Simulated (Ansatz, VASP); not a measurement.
Two plane-wave programs on KMgI3

```
K Mg I
1.0
     5.87200    0.00000    0.00000
     0.00000    5.87200    0.00000
     0.00000    0.00000    5.77364
K Mg I
1 1 3
Cartesian
  0.0000 0.0000 0.0000
  2.9360 2.9360 2.8868
  2.9360 2.9360 0.0000
  2.9360 0.0000 2.8868
  0.0000 2.9360 2.8868
```

Change from the starting cell: epitaxial_xy strain +1.0%.

Alike in both runs: task single point; functional r2SCAN; k mesh 4 × 4 × 4; no spin polarisation.

|  | VASP | Ansatz |
| --- | --- | --- |
| version | VASP 6.6.1 | Ansatz 0.2.0 |
| potentials or method | VASP PAW PBE potentials, release 64 (K_sv, Mg, I) | plane waves, PAW |
| plane-wave cutoff (eV) | 520 | 500 |
| occupations | gaussian, width 0.01 eV | fixed |
| valence electrons in the cell | 32 | 70 |

```tsv
	VASP	Ansatz	Ansatz less VASP
gap on the k mesh at the Fermi level (eV)	1.80	1.84	+0.040
pressure (GPa)	-0.3	-0.3	+0.07
traceless stress, the component that is largest in VASP (GPa)	0.25	0.25	+0.004
```

VASP's potentials were made for PBE, not for r2SCAN. VASP's potentials hold 32 valence electrons a cell and Ansatz's 70, so a difference there can come from the potentials and not from the codes.

Neither program's run includes spin-orbit coupling.
